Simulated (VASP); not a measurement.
# Si3C2: single point with PBE

The system is Si3C2.

```
Si C
1.0
     1.48243    0.85588    6.57058
    -1.48243    0.85588    6.57058
     0.00000   -1.71176    6.57058
Si C
3 2
Direct
  0.28379 0.28379 0.28379
  0.50000 0.50000 0.50000
  0.71621 0.71621 0.71621
  0.89699 0.89699 0.89699
  0.10301 0.10301 0.10301
```

| Item | Value |
| --- | --- |
| Program | VASP 6.6.1 |
| Task | single point |
| Functional | PBE |
| Potentials or basis | VASP PAW PBE potentials, release 64 (Si, C) |
| Cutoff | 520 eV |
| k mesh | 6 × 6 × 6 |
| Occupations | gaussian, width 0.1 eV |
| Spin | no spin polarisation |

The pressure is 0.3 GPa, the largest force is 0.006 eV/Å and the band gap on the k mesh is zero (bands 10 and 11 overlap by 5.26 eV).

Forces in eV/Å, atoms in the order of the input:
```
Si   0.000  0.000  0.006
Si   0.000  0.000  0.000
Si   0.000  0.000 -0.006
C    0.000  0.000 -0.003
C    0.000  0.000  0.003
```

Stress tensor (GPa, compression positive):
```
0.19 0.00 0.00
0.00 0.19 0.00
0.00 0.00 0.37
```

Levels at points of the mesh, in eV from the Fermi level:
| k point | band 7 | band 8 | band 9 | band 10 | band 11 | band 12 | band 13 | band 14 |
| --- | --- | --- | --- | --- | --- | --- | --- | --- |
| (0.00, 0.00, 0.00) | -2.04 | -1.78 | -1.78 | 4.26 | 4.26 | 4.29 | 4.53 | 4.53 |
| (0.50, 0.00, 0.00) | -4.67 | -3.84 | -3.73 | -1.97 | -0.38 | 0.83 | 3.20 | 3.45 |
| (0.50, 0.50, 0.00) | -4.90 | -4.83 | -3.43 | -2.81 | 0.11 | 1.23 | 2.00 | 2.15 |
| (0.50, 0.50, 0.50) | -1.69 | -1.68 | -1.68 | 3.00 | 3.66 | 3.66 | 4.17 | 5.67 |

It took 75 s on 1 thread of Intel(R) Xeon(R) Platinum 8559C (Emerald Rapids), with other jobs on the host, peak memory 0.31 GiB.

Caveat: the k points lie up to 0.41 Å⁻¹ apart, too coarse for converged energies and pressures of a metal.
